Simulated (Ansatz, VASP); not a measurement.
# Two plane-wave programs on LiF

```
Li F
1.0
     0.00000    2.04924    2.01400
     2.01400    0.00000    2.01400
     2.01400    2.04924    0.00000
Li F
1 1
Direct
  0.00000 0.00000 0.00000
  0.50000 0.50000 0.50000
```

Change from the starting cell: strain +0.0175 x Voigt [0, 1, 0, 0, 0, 0], atoms carried along.

Alike in both runs: task single point; functional LDA; k mesh 10 × 10 × 10; occupations gaussian, width 0.05 eV; no spin polarisation.

```csv
,VASP,Ansatz
version,VASP 6.6.1,Ansatz 0.2.0
potentials or method,"VASP PAW LDA potentials, release 64 (Li_sv, F), cutoff 520 eV","scalar-relativistic, plane waves, PAW"
valence electrons in the cell,10,10
```

```csv
,VASP,Ansatz,Ansatz less VASP
gap on the k mesh at the Fermi level (eV),8.65,8.66,+0.011
least direct gap on the mesh (eV),8.65,8.66,+0.011
```

LDA's correlation is that of Perdew and Zunger in VASP and of Perdew and Wang (1992) in Ansatz.

Noted on VASP's run: the cutoff is short for stress, so the pressure is rough.
